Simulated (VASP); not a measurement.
# P (P6/mmm) in VASP: notebook

P is run at these levels: PBE; tasks: relaxation of cell and atoms, single point.

Everything below comes from runs of VASP 6.6.1. Logs are shortened: lines on timing, memory, paths and dates and some standing lists are left out, and cuts for length are marked.

### 1 The cell of the first run

The structure is hexagonal, space group P6/mmm (No. 191). The conventional cell has a = 3.458 Å, b = 3.458 Å, c = 2.082 Å, α = 90.00°, β = 90.00°, γ = 120.00°. P (site symmetry 6/mmm) has 14 P at 2.08 to 2.25 Å within 2.8 Å. P (site symmetry -6m2) has 11 P at 2.00 to 2.25 Å within 2.6 Å.

### 2 Relaxation of cell and atoms, PBE, target pressure 270 GPa, at which the enthalpy is minimised

INCAR reads:

```
PREC     = Accurate       # precision mode
ENCUT    = 600            # plane-wave cutoff, eV
EDIFF    = 1E-6           # SCF threshold, eV
ISMEAR   = -1             # smearing method
SIGMA    = 0.1            # smearing width, eV
LREAL    = False          # projectors in reciprocal space
LASPH    = True           # aspherical terms in the spheres
NELM     = 100            # most SCF steps
ALGO     = Normal         # electronic algorithm
ISIF     = 3              # what is computed and relaxed
LWAVE    = False          # write WAVECAR
LCHARG   = False          # write CHGCAR
GGA      = PE             # functional
IBRION   = 2              # ionic algorithm
NSW      = 32             # ionic steps
EDIFFG   = -0.005         # ionic threshold
PSTRESS  = 2700.0
```

KPOINTS reads:

```
regular mesh
0
Gamma
  11 11 15
```

POSCAR reads:

```
P
1.0
    3.4584331751      0.0000000000      0.0000000000
   -1.7292165876      2.9950909870      0.0000000000
    0.0000000000      0.0000000000      2.0817506434
P
3
Direct
    0.0000000000      0.0000000000      0.0000000000
    0.3333333333      0.6666666667      0.5000000000
    0.6666666667      0.3333333333      0.5000000000
```

Potentials or basis: VASP PAW PBE potentials, release 64 (P).

Run with:

```console
$ cat potpaw_PBE.64/P/POTCAR > POTCAR
$ mpirun -np 1 vasp_std > vasp.out
```

OUTCAR:

```text
PREC = Accurate
   ENCUT = 600
   EDIFF = 1E-6
   ISMEAR = -1
   LREAL = False
   LASPH = True
   NELM = 100
   ISIF = 3
   GGA = PE
   IBRION = 2
   NSW = 32
   EDIFFG = -0.005
   PSTRESS = 2700.0

 ion  position               nearest neighbor table
   1  0.000  0.000  0.000-   2 2.25   3 2.25   2 2.25   3 2.25   3 2.25   3 2.25   2 2.25   2 2.25
                             3 2.25   3 2.25   2 2.25   2 2.25
   2  0.333  0.667  0.500-   3 2.00   3 2.00   3 2.00   1 2.25   1 2.25   1 2.25   1 2.25   1 2.25
                             1 2.25   3 2.88   3 2.88   3 2.88   3 2.88   3 2.88   3 2.88
   3  0.667  0.333  0.500-   2 2.00   2 2.00   2 2.00   1 2.25   1 2.25   1 2.25   1 2.25   1 2.25
                             1 2.25   2 2.88   2 2.88   2 2.88   2 2.88   2 2.88   2 2.88

  LATTYP: Found a hexagonal cell.
 ALAT       =     3.4584331751
 C/A-ratio  =     0.6019346155

  Lattice vectors:

 A1 = (   3.4584331751,   0.0000000000,   0.0000000000)
 A2 = (  -1.7292165876,   2.9950909870,   0.0000000000)
 A3 = (   0.0000000000,   0.0000000000,   2.0817506434)

Analysis of symmetry for initial positions (statically):
=====================================================================
 Subroutine PRICEL returns:
 Original cell was already a primitive cell.

 Routine SETGRP: Setting up the symmetry group for a
 hexagonal supercell.

 Subroutine GETGRP returns: Found 24 space group operations
 (whereof 24 operations were pure point group operations)
 out of a pool of 24 trial point group operations.

The static configuration has the point symmetry D_6h.

Analysis of symmetry for dynamics (positions and initial velocities):
=====================================================================
 Subroutine PRICEL returns:
 Original cell was already a primitive cell.

 Routine SETGRP: Setting up the symmetry group for a
 hexagonal supercell.

 Subroutine GETGRP returns: Found 24 space group operations
 (whereof 24 operations were pure point group operations)
 out of a pool of 24 trial point group operations.

The dynamic configuration has the point symmetry D_6h.

 Subroutine INISYM returns: Found 24 space group operations
 (whereof 24 operations are pure point group operations),
 and found     1 'primitive' translations

----------------------------------------------------------------------------------------

                                     Primitive cell

  volume of cell :      21.5634

  direct lattice vectors                    reciprocal lattice vectors
     3.458433175  0.000000000  0.000000000     0.289148279  0.166939837  0.000000000
    -1.729216588  2.995090987  0.000000000     0.000000000  0.333879673  0.000000000
     0.000000000  0.000000000  2.081750643     0.000000000  0.000000000  0.480364929

  length of vectors
     3.458433175  3.458433175  2.081750643     0.333879673  0.333879673  0.480364929

  position of ions in fractional coordinates (direct lattice)
     0.000000000  0.000000000  0.000000000
     0.333333333  0.666666667  0.500000000
     0.666666667  0.333333333  0.500000000

  ion indices of the primitive-cell ions
   primitive index   ion index
                 1           1
                 2           2
                 3           3

----------------------------------------------------------------------------------------

 KPOINTS: regular mesh

Automatic generation of k-mesh.
 Grid dimensions read from file:
 generate k-points for:   11   11   15

 Generating k-lattice:

  Cartesian coordinates                     Fractional coordinates (reciprocal lattice)
     0.026286207  0.015176349  0.000000000     0.090909091  0.000000000  0.000000000
     0.000000000  0.030352698  0.000000000     0.000000000  0.090909091  0.000000000
     0.000000000  0.000000000  0.032024329     0.000000000  0.000000000  0.066666667

  Length of vectors
     0.030352698  0.030352698  0.032024329

  Shift w.r.t. Gamma in fractional coordinates (k-lattice)
     0.000000000  0.000000000  0.000000000

 Subroutine IBZKPT returns following result:
 ===========================================

 Found    128 irreducible k-points:

 Following reciprocal coordinates:
            Coordinates               Weight
  0.000000  0.000000  0.000000      1.000000
  0.090909  0.000000  0.000000      6.000000
  0.181818  0.000000  0.000000      6.000000
  0.272727 -0.000000  0.000000      6.000000
  0.363636  0.000000  0.000000      6.000000
  0.454545 -0.000000  0.000000      6.000000
[... 16 lines left out ...]
  0.090909  0.090909  0.066667     12.000000
  0.181818  0.090909  0.066667     24.000000
 [... further k-points ...]
   k-points           NKPTS =    128   k-points in BZ     NKDIM =    128   number of bands    NBANDS=     11
   number of dos      NEDOS =    301   number of ions     NIONS =      3
   total plane-waves  NPLWV =  14112
   dimension x,y,z NGX =    28 NGY =   28 NGZ =   18
   dimension x,y,z NGXF=    56 NGYF=   56 NGZF=   36
   ions per type =               3
   NGX,Y,Z   is equivalent  to a cutoff of  13.46, 13.46, 14.37 a.u.
   NGXF,Y,Z  is equivalent  to a cutoff of  26.92, 26.92, 28.75 a.u.
 SYSTEM =  unknown system
   PREC   = accura    normal or accurate (medium, high low for compatibility)
   ISTART =      0    job   : 0-new  1-cont  2-samecut
   ICHARG =      2    charge: 1-file 2-atom 10-const
   ISPIN  =      1    spin polarized calculation?
   LNONCOLLINEAR =      F non collinear calculations
   LSORBIT =      F    spin-orbit coupling
   LASPH  =      T    aspherical Exc in radial PAW
   ENCUT  =  600.0 eV  44.10 Ry    6.64 a.u.   6.91  6.91  4.16*2*pi/ulx,y,z
   NELM   =    100;   NELMIN=  2; NELMDL= -5     # of ELM steps
   EDIFF  = 0.1E-05   stopping-criterion for ELM
   LREAL  =      F    real-space projection
   EDIFFG = -.5E-02   stopping-criterion for IOM
   NSW    =     32    number of steps for IOM
   IBRION =      2    ionic relax: 0-MD 1-quasi-New 2-CG
   NFREE  =      1    steps in history (QN), initial steepest desc. (CG)
   ISIF   =      3    stress and relaxation
   ISYM   =      2    0-nonsym 1-usesym 2-fastsym
   POTIM  = 0.5000    time-step for ionic-motion
   TEBEG  =    0.0;   TEEND  =   0.0 temperature during run
   PSTRESS= 2700.0 pullay stress
   NELECT =      15.0000    total number of electrons
   NUPDOWN=      -1.0000    fix difference up-down
   EMIN   =  10.00;   EMAX   =-10.00  energy-range for DOS
   EFERMI =   0.00;   METHOD = LEGACY
   ISMEAR =    -1;   SIGMA  =   0.10  broadening in eV -4-tet -1-fermi 0-gaus
   EFERMI_NEDOS =   21; number of points for ismear=-14 and -15
   IALGO  =     38    algorithm
   IMIX   =      4    mixing-type and parameters
     AMIX     =   0.40;   BMIX     =  1.00
     AMIX_MAG =   1.60;   BMIX_MAG =  1.00
  volume/ion in A,a.u.               =       7.19        48.51
  Fermi-wavevector in a.u.,A,eV,Ry     =   1.450549  2.741141 28.627934  2.104094
  Thomas-Fermi vector in A             =   2.568149
   LORBIT       =      0    0 simple, 1 ext, 2 COOP (PROOUT), +10 PAW based schemes
   GGA     = PE    functional components
   LHFCALC =     F    Hartree Fock is set to
   AEXX    =    0.0000 exact exchange contribution
   IVDW    =     0    specifies the selected vdW correction
   LEPSILON=     F    determine dielectric tensor
   LRPA    =     F    only Hartree local field effects (RPA)
 conjugate gradient relaxation of ions
 non-spin polarized calculation
  energy-cutoff  :      600.00
  volume of cell :       21.56
 maximum number of plane-waves:       735
 NGX is ok and might be reduce to    28
   NGX = 13   NGY = 13   NGZ =  9

--------------------------------------- Ionic step        1  -------------------------------------------

 number of electron      15.0000000 magnetization

 Free energy of the ion-electron system (eV)
  ---------------------------------------------------
  ext. energy  EPLUGINS =         0.00000000
  ---------------------------------------------------
  free energy    TOTEN  =        -4.40857012 eV

  energy without entropy =       -4.38543644  energy(sigma->0) =       -4.39700328

------------------------ aborting loop because EDIFF is reached ----------------------------------------

  FORCE on cell =-STRESS in cart. coord.  units (eV):
  Direction    XX          YY          ZZ          XY          YZ          ZX
  --------------------------------------------------------------------------------------
  -------------------------------------------------------------------------------------
  Total       35.7531543     35.7531543     35.8910197     -0.0000000      0.0000000      0.0000000
  in kB     2656.4817040   2656.4817041   2666.7251919     -0.0000000      0.0000000      0.0000000
  external PRESSURE =     -40.1038000 kB  Pullay stress =    2700.0000000 kB
[... 180 lines left out ...]
  enthalpy is  TOTEN    =        31.9291111996 eV   P V=       36.1860816183

--------------------------------------- Ionic step        6  -------------------------------------------

 number of electron      15.0000000 magnetization

 Free energy of the ion-electron system (eV)
  ---------------------------------------------------
  ext. energy  EPLUGINS =         0.00000000
  ---------------------------------------------------
  free energy    TOTEN  =        -4.25634235 eV

  energy without entropy =       -4.23360621  energy(sigma->0) =       -4.24497428

 E-fermi :  22.9758     XC(G=0): -14.7808

 val. band max:       22.9744822254   @ k =   0.2727  -0.0000   0.3333
 cond. band min:      23.0546750530   @ k =   0.1818   0.0000   0.4000
 fundamental gap:      0.0801928275
 Fermi energy:        22.9758262252

 k-point     1 :       0.0000    0.0000    0.0000
  band No.  band energies     occupation
      1      -2.8403      2.00000
      2      11.7696      2.00000
      3      11.7696      2.00000
      4      11.8896      2.00000
      5      11.8896      2.00000
      6      14.0611      2.00000
      7      14.3483      2.00000
      8      27.6584      0.00000
      9      28.9950      0.00000
     10      37.8498      0.00000
     11      38.3827      0.00000
[... 309 lines left out ...]
 k-point    24 :       0.1818    0.0909    0.0667
  band No.  band energies     occupation
      1      -1.7750      2.00000
      2       6.6549      2.00000
      3       7.9845      2.00000
      4      12.2876      2.00000
      5      14.8592      2.00000
      6      19.0994      2.00000
      7      20.3142      2.00000
      8      25.3316      0.00000
      9      30.2594      0.00000
     10      32.3461      0.00000
     11      33.2543      0.00000

 [... further k-points ...]
[... 5 lines left out ...]
  --------------------------------------------------------------------------------------
  -------------------------------------------------------------------------------------
  Total       36.1929081     36.1929081     36.1932087     -0.0000000     -0.0000000      0.0000000
  in kB     2700.5576291   2700.5576293   2700.5800574     -0.0000001     -0.0000000      0.0000000
  external PRESSURE =       0.5651053 kB  Pullay stress =    2700.0000000 kB
[... 18 lines left out ...]
  FREE ENERGIE OF THE ION-ELECTRON SYSTEM (eV)
  ---------------------------------------------------
  free  energy   TOTEN  =        -4.2563423498 eV

  energy  without entropy=       -4.2336062091  energy(sigma->0) =       -4.24497428

  enthalpy is  TOTEN    =        31.9290924147 eV   P V=       36.1854347645

 reached required accuracy - stopping structural energy minimisation
```

It took 96 s on 1 thread of AMD EPYC 7R43 (Zen 3), shared host; peak memory 0.11 GiB.

What came out:

```yaml
Free_energy: -4.2563 eV
Relaxed_volume: 7.16 Å³/atom
Relaxed_cell: a = 3.452 Å, b = 3.452 Å, c = 2.081 Å, α = 90.00°, β = 90.00°, γ = 120.00°
Space_group_after_relaxing_to_0.05_Å: P6/mmm (No. 191)
Energy_change_on_relaxing_the_enthalpy_is_what_falls: +50.7 meV/atom
Ionic_steps: 6
Pressure_after_relaxing: 270.1 GPa
```

Step by step:
| step | energy change (eV) | largest force (eV/Å) | pressure (GPa) | volume (Å³) |
| --- | --- | --- | --- | --- |
| 1 | 0.0000 | 0.0000 | 265.99 | 21.56 |
| 2 | 0.9686 | 0.0000 | 292.08 | 21.01 |
| 3 | 0.1501 | 0.0000 | 270.02 | 21.47 |
| 4 | 0.1531 | 0.0000 | 270.09 | 21.47 |
| 5 | 0.1516 | 0.0000 | 270.03 | 21.47 |
| 6 | 0.1522 | 0.0000 | 270.06 | 21.47 |

Final structure:
```
CELL_PARAMETERS angstrom
3.45213 0.00000 0.00000
-1.72607 2.98963 0.00000
0.00000 0.00000 2.08054
ATOMIC_POSITIONS crystal
P 0.00000 0.00000 0.00000
P 0.33333 0.66667 0.50000
P 0.66667 0.33333 0.50000
```

Caveat: the cell is relaxed towards a set pressure, so the enthalpy falls and the energy may rise; the bands computed are all filled at some k points, so no gap is given.

(Continued in part 2 of 2.)
